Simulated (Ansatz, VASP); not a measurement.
**Two plane-wave programs on PtSe2**

```
Pt Se
1.0
     3.72865    0.00000    0.00000
    -1.86433    3.22911    0.00000
     0.00000    0.00000    5.30354
Pt Se
1 2
Direct
  0.00000 0.00000 0.00000
  0.33333 0.66667 0.24510
  0.66667 0.33333 0.75490
```

Change from the starting cell: uniaxial_z strain +0.5%.

Alike in both runs: task single point; functional r2SCAN; k mesh 12 × 12 × 6; occupations fermi-dirac, width 0.02 eV; no spin polarisation.

|  | VASP | Ansatz |
| --- | --- | --- |
| version | VASP 6.6.1 | Ansatz 0.2.0 |
| potentials or method | VASP PAW PBE potentials, release 64 (Pt, Se) | plane waves, PAW |
| plane-wave cutoff (eV) | 520 | 500 |
| valence electrons in the cell | 22 | 50 |

Ansatz gave:

* pressure (GPa): 1.2
* traceless stress, the component that is largest in VASP (GPa): 0.07
* rms of the force components (eV/Å): 0.015

Task: Estimate VASP's values.

Result: Pressure (GPa): 1.3; traceless stress, the component that is largest in VASP (GPa): 0.02; rms of the force components (eV/Å): 0.009.

VASP's potentials were made for PBE, not for r2SCAN. Atom by atom the forces differ by 0.006 eV/Å (rms over components). VASP's potentials hold 22 valence electrons a cell and Ansatz's 50, so a difference there can come from the potentials and not from the codes.

Neither program's run includes spin-orbit coupling.
